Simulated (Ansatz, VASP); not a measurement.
**AlN in VASP and in Ansatz**

The input POSCAR:

```
AlN
1.0
    0.0000000000      2.1544765148      2.1544765148
    2.1544765148      0.0000000000      2.1544765148
    2.1544765148      2.1544765148      0.0000000000
Al N
1 1
Direct
    0.0000000000      0.0000000000      0.0000000000
    0.2500000000      0.2500000000      0.2500000000
```

INCAR.step1

```
SYSTEM = AlN
PREC     = Accurate       ! precision mode
ENCUT    = 520            ! plane-wave cutoff, eV
ISMEAR   = -1             ! smearing method
SIGMA    = 0.05           ! smearing width, eV
LREAL    = .FALSE.        ! projectors in reciprocal space
LASPH    = .TRUE.         ! aspherical terms in the spheres
NELM     = 60             ! most SCF steps
NBANDS   = 11             ! bands
GGA      = PE             ! functional
ALGO     = Normal         ! electronic algorithm
EDIFF    = 1E-4           ! SCF threshold, eV
LWAVE    = .TRUE.         ! write WAVECAR
LCHARG   = .FALSE.        ! write CHGCAR
```

The input INCAR.step2:

```
SYSTEM = AlN
PREC     = Accurate       ! precision mode
ENCUT    = 520            ! plane-wave cutoff, eV
EDIFF    = 1E-6           ! SCF threshold, eV
ISMEAR   = -1             ! smearing method
SIGMA    = 0.05           ! smearing width, eV
LREAL    = .FALSE.        ! projectors in reciprocal space
LASPH    = .TRUE.         ! aspherical terms in the spheres
NELM     = 60             ! most SCF steps
ALGO     = Normal         ! electronic algorithm
ISIF     = 2              ! what is computed and relaxed
LWAVE    = .FALSE.        ! write WAVECAR
LCHARG   = .FALSE.        ! write CHGCAR
METAGGA  = R2SCAN         ! meta-GGA
LMIXTAU  = .TRUE.       
NBANDS   = 11             ! bands
ISTART   = 1
```

File KPOINTS:

```
Automatic mesh
0
G
  10 10 10
  0 0 0
```

input.yaml

```yaml
crystal:
  lattice:
    - [0.0, 2.1544765148, 2.1544765148]
    - [2.1544765148, 0.0, 2.1544765148]
    - [2.1544765148, 2.1544765148, 0.0]
  atoms:
    - { symbol: Al, position: [0.0, 0.0, 0.0] }
    - { symbol: "N", position: [0.25, 0.25, 0.25] }
hamiltonian:
  xc: r2scan
  pseudopotentials: { kind: paw }
kpoints:
  mp_grid: { grid: [10, 10, 10] }
scf:
  occupations: { method: fermi_dirac, width: 0.05 }
output:
  forces: true
  stress: true
  eigenvalues: true
  write_density: true
  write_potential: true
  elf: true
  volumetric_format: npy
```

Alike in both runs: task single point; functional r2SCAN; k mesh 10 × 10 × 10; occupations fermi-dirac, width 0.05 eV; no spin polarisation.

|  | VASP | Ansatz |
| --- | --- | --- |
| version | VASP 6.6.1 | Ansatz 0.2.0 |
| potentials or method | VASP PAW PBE potentials, release 64 (Al, N) | Ansatz PAW |
| plane-wave cutoff (eV) | 520 | 500 |
| valence electrons in the cell | 8 | 8 |

Ansatz gave:

```
gap on the k mesh at the Fermi level (eV) : 3.97
least direct gap on the mesh (eV)         : 5.24
pressure (GPa)                            : 9.6
```

Question: Which values does VASP return?

Answer: gap on the k mesh at the Fermi level (eV): 3.97; least direct gap on the mesh (eV): 5.28; pressure (GPa): 9.2.

VASP's potentials were made for PBE, not for r2SCAN. With one functional, cell and mesh, what is left measures potentials, basis and numerics.
